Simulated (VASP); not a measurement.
Here is a VASP 6.6.1 calculation.

File INCAR:

```
SYSTEM = K
ALGO = Fast ; EDIFF = 1E-7
ENCUT = 520 ; GGA = PE
ISIF = 2 ; ISMEAR = 0
LASPH = .True. ; LCHARG = .True.
LELF = .True. ; LREAL = .False.
LVHAR = .True. ; LWAVE = .False.
NBANDS = 16 ; NELM = 80
PREC = Accurate ; SIGMA = 0.1
```

KPOINTS

```
k-points
0
Gamma
  14 14 14
  0 0 0
```

The input POSCAR:

```
K
1.0
   -2.2074245333      2.2074245333      7.9226857078
    2.2074245333     -2.2074245333      7.9226857078
    2.2074245333      2.2074245333     -7.9226857078
K
2
Direct
    0.2500000000      0.7500000000      0.5000000000
    0.5000000000      0.5000000000      0.0000000000
```

Potentials or basis: VASP PAW PBE potentials, release 64 (K_sv).

The run is started by

```sh
$ cat potpaw_PBE.64/K_sv/POTCAR > POTCAR
$ mpirun -np 1 vasp_std > vasp.out
```

(1) Estimate the band gap on the k mesh.

(2) Predict the pressure.

Answers

(1) zero (bands 9 and 10 overlap by 2.75 eV).

(2) 0.0 GPa.

Caveat: the cell differs from its parent crystal (strained).
